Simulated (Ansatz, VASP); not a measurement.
**Two plane-wave programs on ZrMo2C2**

File INCAR:

```
ALGO     = Normal         # electronic algorithm
EDIFF    = 1E-7           # SCF threshold, eV
ENCUT    = 520            # plane-wave cutoff, eV
GGA      = PE             # functional
ISIF     = 2              # what is computed and relaxed
ISMEAR   = 0              # smearing method
ISPIN    = 2              # spin polarisation
LASPH    = True           # aspherical terms in the spheres
LCHARG   = False          # write CHGCAR
LMAXMIX  = 4              # l up to which the mixer works
LORBIT   = 11             # projections on sites
LREAL    = False          # projectors in reciprocal space
LWAVE    = False          # write WAVECAR
MAGMOM   = 1 1 1 0 0      # initial moments
NBANDS   = 36             # bands
NELM     = 150            # most SCF steps
PREC     = Accurate       # precision mode
SIGMA    = 0.1            # smearing width, eV
```

The input KPOINTS:

```
k-points
0
Gamma
  6 6 4
```

POSCAR

```
ZrMo2C2
1.0
    3.6240971047      0.0000000000      0.0000000000
    0.0000000000      3.6240971047      0.0000000000
    0.0000000000      0.0000000000      4.6211730915
Zr Mo C
1 2 2
Direct
    0.0000000000      0.0000000000      0.0000000000
    0.5000000000      0.0000000000      0.5000000000
    0.0000000000      0.5000000000      0.5000000000
    0.5000000000      0.5000000000      0.8368787657
    0.5000000000      0.5000000000      0.1631212343
```

Input for Ansatz:

```yaml
crystal:
  lattice:
    - [3.6240971047, 0.0, 0.0]
    - [0.0, 3.6240971047, 0.0]
    - [0.0, 0.0, 4.6211730915]
  atoms:
    - { symbol: Zr, position: [0.0, 0.0, 0.0], spin: 1.0 }
    - { symbol: Mo, position: [0.5, 0.0, 0.5], spin: 1.0 }
    - { symbol: Mo, position: [0.0, 0.5, 0.5], spin: 1.0 }
    - { symbol: C, position: [0.5, 0.5, 0.8368787657] }
    - { symbol: C, position: [0.5, 0.5, 0.1631212343] }
basis:
  ecutwfc: 420
kpoints:
  mp_grid: { grid: [6, 6, 4] }
hamiltonian:
  xc: pbe
scf:
  occupations: { method: gaussian, width: 0.1 }
  lower_state_search: "off"
output:
  forces: true
  stress: true
  eigenvalues: true
  populations: true
magnetization:
  spin_polarized: true
```

Alike in both runs: task single point; functional PBE; k mesh 6 × 6 × 4; occupations gaussian, width 0.1 eV; collinear spin.

```csv
,VASP,Ansatz
version,VASP 6.6.1,Ansatz 0.2.0
potentials or method,"VASP PAW PBE potentials, release 64 (Zr_sv, Mo_sv, C), cutoff 520 eV","scalar-relativistic, plane waves, PAW"
valence electrons in the cell,48,48
```

|  | VASP | Ansatz | Ansatz less VASP |
| --- | --- | --- | --- |
| gap on the k mesh at the Fermi level (eV) | none | none | - |
| pressure (GPa) | 0.5 | 0.0 | -0.48 |
| rms of the force components (eV/Å) | 0.006 | 0.002 | -0.0040 |
| net moment per atom (μB) | 0.00 | 0.00 | 0.000 |

Atom by atom the forces differ by 0.008 eV/Å (rms over components). A gap of «none» marks a metal or a gap that the smearing closes. Ansatz's warnings: seeded moment not kept.
